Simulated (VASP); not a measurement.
A run of VASP 6.6.1 is set up as follows.

INCAR

```
SYSTEM = BaTiO3
  PREC = Accurate
  ENCUT = 600
  EDIFF = 1E-6
  ISMEAR = -1
  SIGMA = 0.05
  LREAL = .FALSE.
  LASPH = .TRUE.
  NELM = 200
  ALGO = Normal
  ISIF = 2
  LWAVE = .FALSE.
  LCHARG = .FALSE.
  LMAXMIX = 4
  LDAU = .TRUE.
  LDAUTYPE = 2
  LDAUL = -1 2 -1
  LDAUU = 0 5 0
  LDAUJ = 0 0 0
  LDAUPRINT = 1
  NBANDS = 28
  GGA_COMPAT = .FALSE.
```

File KPOINTS:

```
regular mesh
0
G
  7 7 7
  0 0 0
```

The input POSCAR:

```
BaTiO3
1.0
    2.7909687012      1.6113635928      2.2788304175
   -2.7909691969      1.6113616847      2.2788323663
   -0.0000019003     -3.2227531160      2.2788510006
Ba Ti O
1 1 3
Direct
   -0.0042671534      0.9957400007     -0.0042716815
    0.4957125592      0.4957218368      0.4956995127
    0.4957497778      0.4957477766      0.9957694280
    0.4957451936      0.9957521512      0.4957461770
    0.9957596229      0.4957382248      0.4957565538
```

Potentials or basis: VASP PAW LDA potentials, release 64 (Ba_sv, Ti_sv, O).

Command:

```console
$ cat potpaw_LDA.64/Ba_sv/POTCAR potpaw_LDA.64/Ti_sv/POTCAR potpaw_LDA.64/O/POTCAR > POTCAR
$ mpirun -np 1 vasp_std > vasp.out
```

Problem. Estimate the band gap on the k mesh.

Solution. 2.40 eV (least direct gap 2.49 eV).

Problem. Estimate the pressure.

Solution. 5.1 GPa.

Eigenvalues of the final occupation matrices:
```
    site  spin  trace               eigenvalues
site 2 d     1   0.81  0.10 0.10 0.10 0.25 0.25
site 2 d     2   0.81  0.10 0.10 0.10 0.25 0.25
```

Caveat: the cell stands under pressure; spin-orbit coupling is left out, which moves the levels of the heavy elements; an odd mesh through Γ misses points on the zone boundary, where band edges can lie.
